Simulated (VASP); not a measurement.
# Ag (Pm-3n) in VASP: single point with RPBE

Aim: the single point of Ag with RPBE.

Everything below comes from runs of VASP 6.6.1. Logs are shortened: lines on timing, memory, paths and dates and some standing lists are left out, and cuts for length are marked.

**1. The cell of the first run**

Symmetry: Pm-3n, No. 223, cubic system. The conventional cell has a = 5.367 Å, b = 5.367 Å, c = 5.367 Å, α = 90.00°, β = 90.00°, γ = 90.00°. Within 4.0 Å of Ag (site symmetry m-3) lie 12 Ag at 3.00 Å. Within 3.5 Å of Ag (site symmetry -4m2) lie 14 Ag at 2.68 to 3.29 Å.

**2. Single point, RPBE**

Contents of INCAR:

```
  PREC = Accurate
  ENCUT = 520
  EDIFF = 1E-6
  ISMEAR = -1
  SIGMA = 0.1
  LREAL = False
  LASPH = True
  NELM = 60
  ALGO = Normal
  ISIF = 2
  LWAVE = False
  LCHARG = False
  GGA = RP
  NBANDS = 54
```

Contents of KPOINTS:

```
regular mesh
0
Gamma
  6 6 6
```

Contents of POSCAR:

```
Ag
1.0
    5.3667396670      0.0000000000      0.0000000000
    0.0000000000      5.3667396670      0.0000000000
    0.0000000000      0.0000000000      5.3667396670
Ag
8
Direct
    0.0000000000      1.0000000000      1.0000000000
    0.5000000000      0.5000000000      0.5000000000
    0.2500000000      1.0000000000      0.5000000000
    0.7500000000      0.0000000000      0.5000000000
    0.5000000000      0.2500000000      0.0000000000
    0.5000000000      0.7500000000      0.0000000000
    1.0000000000      0.5000000000      0.2500000000
    1.0000000000      0.5000000000      0.7500000000
```

Potentials or basis: VASP PAW PBE potentials, release 64 (Ag).

Launch:

```console
cat potpaw_PBE.64/Ag/POTCAR > POTCAR
mpirun -np 1 vasp_std > vasp.out
```

OUTCAR:

```text
PREC = Accurate
   ENCUT = 520
   EDIFF = 1E-6
   ISMEAR = -1
   LREAL = False
   LASPH = True
   NELM = 60
   ISIF = 2
   GGA = RP

 ion  position               nearest neighbor table
   1  0.000  0.000  0.000-   3 3.00   4 3.00   5 3.00   6 3.00   7 3.00   8 3.00   3 3.00   4 3.00
                             7 3.00   8 3.00   5 3.00   6 3.00
   2  0.500  0.500  0.500-   3 3.00   4 3.00   5 3.00   6 3.00   7 3.00   8 3.00   5 3.00   6 3.00
                             3 3.00   4 3.00   7 3.00   8 3.00
   3  0.250  0.000  0.500-   4 2.68   4 2.68   1 3.00   1 3.00   2 3.00   2 3.00   8 3.29   5 3.29
                             5 3.29   6 3.29   6 3.29   7 3.29   8 3.29   7 3.29
   4  0.750  0.000  0.500-   3 2.68   3 2.68   1 3.00   1 3.00   2 3.00   2 3.00   8 3.29   5 3.29
                             5 3.29   6 3.29   6 3.29   7 3.29   8 3.29   7 3.29
   5  0.500  0.250  0.000-   6 2.68   6 2.68   1 3.00   2 3.00   2 3.00   1 3.00   8 3.29   4 3.29
                             3 3.29   4 3.29   3 3.29   7 3.29   7 3.29   8 3.29
   6  0.500  0.750  0.000-   5 2.68   5 2.68   1 3.00   2 3.00   2 3.00   1 3.00   8 3.29   4 3.29
                             3 3.29   4 3.29   3 3.29   7 3.29   7 3.29   8 3.29
   7  0.000  0.500  0.250-   8 2.68   8 2.68   1 3.00   2 3.00   1 3.00   2 3.00   3 3.29   4 3.29
                             5 3.29   3 3.29   4 3.29   6 3.29   5 3.29   6 3.29
   8  0.000  0.500  0.750-   7 2.68   7 2.68   1 3.00   2 3.00   1 3.00   2 3.00   3 3.29   4 3.29
                             5 3.29   3 3.29   4 3.29   6 3.29   5 3.29   6 3.29

  LATTYP: Found a simple cubic cell.
 ALAT       =     5.3667396670

  Lattice vectors:

 A1 = (   5.3667396670,   0.0000000000,   0.0000000000)
 A2 = (   0.0000000000,   5.3667396670,   0.0000000000)
 A3 = (   0.0000000000,   0.0000000000,   5.3667396670)

Analysis of symmetry for initial positions (statically):
=====================================================================
 Subroutine PRICEL returns:
 Original cell was already a primitive cell.

 Routine SETGRP: Setting up the symmetry group for a
 simple cubic supercell.

 Subroutine GETGRP returns: Found 48 space group operations
 (whereof 24 operations were pure point group operations)
 out of a pool of 48 trial point group operations.

The static configuration has the point symmetry T_h .
 The point group associated with its full space group is O_h .

Analysis of symmetry for dynamics (positions and initial velocities):
=====================================================================
 Subroutine PRICEL returns:
 Original cell was already a primitive cell.

 Routine SETGRP: Setting up the symmetry group for a
 simple cubic supercell.

 Subroutine GETGRP returns: Found 48 space group operations
 (whereof 24 operations were pure point group operations)
 out of a pool of 48 trial point group operations.

The dynamic configuration has the point symmetry T_h .
 The point group associated with its full space group is O_h .

 Subroutine INISYM returns: Found 48 space group operations
 (whereof 24 operations are pure point group operations),
 and found     1 'primitive' translations

----------------------------------------------------------------------------------------

                                     Primitive cell

  volume of cell :     154.5723

  direct lattice vectors                    reciprocal lattice vectors
     5.366739667  0.000000000  0.000000000     0.186332869  0.000000000  0.000000000
     0.000000000  5.366739667  0.000000000     0.000000000  0.186332869  0.000000000
     0.000000000  0.000000000  5.366739667     0.000000000  0.000000000  0.186332869

  length of vectors
     5.366739667  5.366739667  5.366739667     0.186332869  0.186332869  0.186332869

  position of ions in fractional coordinates (direct lattice)
     0.000000000  0.000000000  0.000000000
     0.500000000  0.500000000  0.500000000
     0.250000000  0.000000000  0.500000000
     0.750000000  0.000000000  0.500000000
     0.500000000  0.250000000  0.000000000
     0.500000000  0.750000000  0.000000000
     0.000000000  0.500000000  0.250000000
     0.000000000  0.500000000  0.750000000

  ion indices of the primitive-cell ions
   primitive index   ion index
                 1           1
                 2           2
                 3           3
                 4           4
                 5           5
                 6           6
                 7           7
                 8           8

----------------------------------------------------------------------------------------

 KPOINTS: regular mesh

Automatic generation of k-mesh.
 Grid dimensions read from file:
 generate k-points for:    6    6    6

 Generating k-lattice:

  Cartesian coordinates                     Fractional coordinates (reciprocal lattice)
     0.031055478  0.000000000  0.000000000     0.166666667  0.000000000  0.000000000
     0.000000000  0.031055478  0.000000000     0.000000000  0.166666667  0.000000000
     0.000000000  0.000000000  0.031055478     0.000000000  0.000000000  0.166666667

  Length of vectors
     0.031055478  0.031055478  0.031055478

  Shift w.r.t. Gamma in fractional coordinates (k-lattice)
     0.000000000  0.000000000  0.000000000

 Subroutine IBZKPT returns following result:
 ===========================================

 Found     20 irreducible k-points:

 Following reciprocal coordinates:
            Coordinates               Weight
  0.000000  0.000000  0.000000      1.000000
  0.166667  0.000000  0.000000      6.000000
  0.333333  0.000000  0.000000      6.000000
  0.500000  0.000000  0.000000      3.000000
  0.166667  0.166667  0.000000     12.000000
  0.333333  0.166667  0.000000     24.000000
[... 12 lines left out ...]
  0.500000  0.500000  0.333333      6.000000
  0.500000  0.500000  0.500000      1.000000
   k-points           NKPTS =     20   k-points in BZ     NKDIM =     20   number of bands    NBANDS=     54
   number of dos      NEDOS =    301   number of ions     NIONS =      8
   total plane-waves  NPLWV =  64000
   dimension x,y,z NGX =    40 NGY =   40 NGZ =   40
   dimension x,y,z NGXF=    80 NGYF=   80 NGZF=   80
   ions per type =               8
   NGX,Y,Z   is equivalent  to a cutoff of  12.39, 12.39, 12.39 a.u.
   NGXF,Y,Z  is equivalent  to a cutoff of  24.78, 24.78, 24.78 a.u.
 SYSTEM =  unknown system
   PREC   = accura    normal or accurate (medium, high low for compatibility)
   ISTART =      0    job   : 0-new  1-cont  2-samecut
   ICHARG =      2    charge: 1-file 2-atom 10-const
   ISPIN  =      1    spin polarized calculation?
   LNONCOLLINEAR =      F non collinear calculations
   LSORBIT =      F    spin-orbit coupling
   LASPH  =      T    aspherical Exc in radial PAW
   ENCUT  =  520.0 eV  38.22 Ry    6.18 a.u.   9.98  9.98  9.98*2*pi/ulx,y,z
   NELM   =     60;   NELMIN=  2; NELMDL= -5     # of ELM steps
   EDIFF  = 0.1E-05   stopping-criterion for ELM
   LREAL  =      F    real-space projection
   EDIFFG = 0.1E-04   stopping-criterion for IOM
   NSW    =      0    number of steps for IOM
   IBRION =     -1    ionic relax: 0-MD 1-quasi-New 2-CG
   NFREE  =      0    steps in history (QN), initial steepest desc. (CG)
   ISIF   =      2    stress and relaxation
   ISYM   =      2    0-nonsym 1-usesym 2-fastsym
   POTIM  = 0.5000    time-step for ionic-motion
   TEBEG  =    0.0;   TEEND  =   0.0 temperature during run
   PSTRESS=    0.0 pullay stress
   NELECT =      88.0000    total number of electrons
   NUPDOWN=      -1.0000    fix difference up-down
   EMIN   =  10.00;   EMAX   =-10.00  energy-range for DOS
   EFERMI =   0.00;   METHOD = LEGACY
   ISMEAR =    -1;   SIGMA  =   0.10  broadening in eV -4-tet -1-fermi 0-gaus
   EFERMI_NEDOS =   21; number of points for ismear=-14 and -15
   IALGO  =     38    algorithm
   IMIX   =      4    mixing-type and parameters
     AMIX     =   0.40;   BMIX     =  1.00
     AMIX_MAG =   1.60;   BMIX_MAG =  1.00
  volume/ion in A,a.u.               =      19.32       130.39
  Fermi-wavevector in a.u.,A,eV,Ry     =   1.356829  2.564035 25.048129  1.840986
  Thomas-Fermi vector in A             =   2.483799
   LORBIT       =      0    0 simple, 1 ext, 2 COOP (PROOUT), +10 PAW based schemes
   GGA     = RP    functional components
   LHFCALC =     F    Hartree Fock is set to
   AEXX    =    0.0000 exact exchange contribution
   IVDW    =     0    specifies the selected vdW correction
   LEPSILON=     F    determine dielectric tensor
   LRPA    =     F    only Hartree local field effects (RPA)
 non-spin polarized calculation
  energy-cutoff  :      520.00
  volume of cell :      154.57
 maximum number of plane-waves:      4224
 NGX is ok and might be reduce to    40
   NGX = 19   NGY = 19   NGZ = 19

 number of electron      87.9999906 magnetization

 Free energy of the ion-electron system (eV)
  ---------------------------------------------------
  ext. energy  EPLUGINS =         0.00000000
  ---------------------------------------------------
  free energy    TOTEN  =       -17.00838394 eV

  energy without entropy =      -16.92483552  energy(sigma->0) =      -16.96660973

 E-fermi :   7.0365     XC(G=0): -11.3213

 val. band max:        7.0138136731   @ k =   0.5000   0.5000   0.3333
 cond. band min:       7.1109547550   @ k =   0.5000   0.1667   0.1667
 fundamental gap:      0.0971410819
 Fermi energy:         7.0365091083

 k-point     1 :       0.0000    0.0000    0.0000
  band No.  band energies     occupation
      1       0.0692      2.00000
      2       1.0385      2.00000
      3       1.0385      2.00000
      4       1.5002      2.00000
      5       1.6595      2.00000
      6       1.6595      2.00000
[... 46 lines left out ...]
     53      13.2734      0.00000
     54      13.6147      0.00000

 k-point     2 :       0.1667    0.0000    0.0000
  band No.  band energies     occupation
      1       0.2295      2.00000
      2       1.0295      2.00000
      3       1.1467      2.00000
      4       1.5141      2.00000
      5       1.5485      2.00000
      6       1.6875      2.00000
[... 46 lines left out ...]
     53      13.5307      0.00000
     54      13.5307      0.00000

 k-point     3 :       0.3333    0.0000    0.0000
  band No.  band energies     occupation
      1       0.6494      2.00000
      2       1.0197      2.00000
      3       1.3104      2.00000
      4       1.4280      2.00000
      5       1.6394      2.00000
      6       1.7461      2.00000
[... 46 lines left out ...]
     53      13.9461      0.00000
     54      13.9461      0.00000
[... 856 lines left out ...]
 k-point    19 :       0.5000    0.5000    0.3333
  band No.  band energies     occupation
      1       1.6347      2.00000
      2       1.6347      2.00000
      3       1.6495      2.00000
      4       1.7509      2.00000
      5       1.8306      2.00000
      6       1.8737      2.00000
[... 46 lines left out ...]
     53      16.2752      0.00000
     54      16.4970      0.00000

 k-point    20 :       0.5000    0.5000    0.5000
  band No.  band energies     occupation
      1       1.7495      2.00000
      2       1.7495      2.00000
      3       1.7495      2.00000
      4       1.7495      2.00000
      5       1.7495      2.00000
      6       1.7495      2.00000
[... 46 lines left out ...]
     53      16.7603      0.00000
     54      16.7604      0.00000

------------------------ aborting loop because EDIFF is reached ----------------------------------------

  FORCE on cell =-STRESS in cart. coord.  units (eV):
  Direction    XX          YY          ZZ          XY          YZ          ZX
  --------------------------------------------------------------------------------------
  -------------------------------------------------------------------------------------
  Total       -0.0059747     -0.0059747     -0.0059747     -0.0000000      0.0000000      0.0000000
  in kB       -0.0619291     -0.0619291     -0.0619291     -0.0000000      0.0000000      0.0000000
  external PRESSURE =      -0.0619291 kB  Pullay stress =       0.0000000 kB

 VOLUME and BASIS-vectors are now :
 -----------------------------------------------------------------------------
  energy-cutoff  :      520.00
  volume of cell :      154.57
      direct lattice vectors                 reciprocal lattice vectors
     5.366739667  0.000000000  0.000000000     0.186332869  0.000000000  0.000000000
     0.000000000  5.366739667  0.000000000     0.000000000  0.186332869  0.000000000
     0.000000000  0.000000000  5.366739667     0.000000000  0.000000000  0.186332869

 POSITION                                       TOTAL-FORCE (eV/Angst)
 -----------------------------------------------------------------------------------
      0.00000      0.00000      0.00000        -0.000000     -0.000000     -0.000000
      2.68337      2.68337      2.68337        -0.000000     -0.000000     -0.000000
      1.34168      0.00000      2.68337        -0.000000     -0.000000      0.000000
      4.02505      0.00000      2.68337         0.000000      0.000000     -0.000000
      2.68337      1.34168      0.00000         0.000000     -0.000000     -0.000000
      2.68337      4.02505      0.00000         0.000000     -0.000000      0.000000
      0.00000      2.68337      1.34168        -0.000000      0.000000     -0.000000
      0.00000      2.68337      4.02505         0.000000     -0.000000      0.000000
 -----------------------------------------------------------------------------------
    total drift:                               -0.000000     -0.000000      0.000000

  FREE ENERGIE OF THE ION-ELECTRON SYSTEM (eV)
  ---------------------------------------------------
  free  energy   TOTEN  =       -17.0083839392 eV

  energy  without entropy=      -16.9248355242  energy(sigma->0) =      -16.96660973
```

Wall time 1.8 min (1 thread of Intel Xeon 6975P-C, shared host); peak memory 0.29 GiB.

Results:

* Free energy: -17.0084 eV
* Pressure: 0.0 GPa
* Band gap on the k mesh: zero (band 44 reaches 8.08 eV, above the bottom of band 45 at 5.74 eV)

Caveat: the PAW data sets were made with another functional, which shifts forces and pressure a little.
